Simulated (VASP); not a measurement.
# Fe: single point with LDA

Crystal: Fe.

```
Fe
1.0
     2.34700    0.00000    0.00000
    -1.17350    2.03256    0.00000
     0.00000    0.00000    3.79700
Fe
2
Direct
  0.33333 0.66667 0.25000
  0.66667 0.33333 0.75000
```

This isn't the form of Fe at room conditions, which is bcc.

* Program: VASP 6.6.1
* Task: single point
* Functional: LDA
* Potentials or basis: VASP PAW LDA potentials, release 64 (Fe)
* Cutoff: 600 eV
* k mesh: 6 × 6 × 4, shifted
* Occupations: methfessel-paxton, width 0.01 eV
* Spin: collinear spin, ferromagnetic start
* Starting moments: [4.2, 4.2] μB

The pressure is 19.5 GPa, the band gap on the k mesh is zero (filled and empty bands overlap) and the net moment is 0.00 μB per cell. The valence electrons inside the program's atomic spheres are Fe 7.85.

Stress tensor (GPa, compression positive):
```
23.49  0.00  0.00
 0.00 23.49  0.00
 0.00  0.00 11.65
```

Levels at points of the mesh, in eV from the Fermi level:
Spin up:
```
           k point  band 6  band 7  band 8  band 9  band 10  band 11
(0.08, 0.08, 0.12)   -1.65   -1.51   -1.17   -0.85    -0.74     0.94
```
Spin down:
```tsv
k point	band 5	band 6	band 7	band 8	band 9	band 10	band 11	band 12
(0.08, 0.08, 0.12)	-1.81	-1.65	-1.51	-1.17	-0.85	-0.74	0.94	3.24
```

It took 3.3 min on 1 thread of AMD EPYC 7R43 64-Core Processor (Zen 3) (shared host), peak memory 0.19 GiB.

Caveat: the k points lie up to 0.52 Å⁻¹ apart, too coarse for converged energies and pressures of a metal; the moments typed at the start vanished in this run.
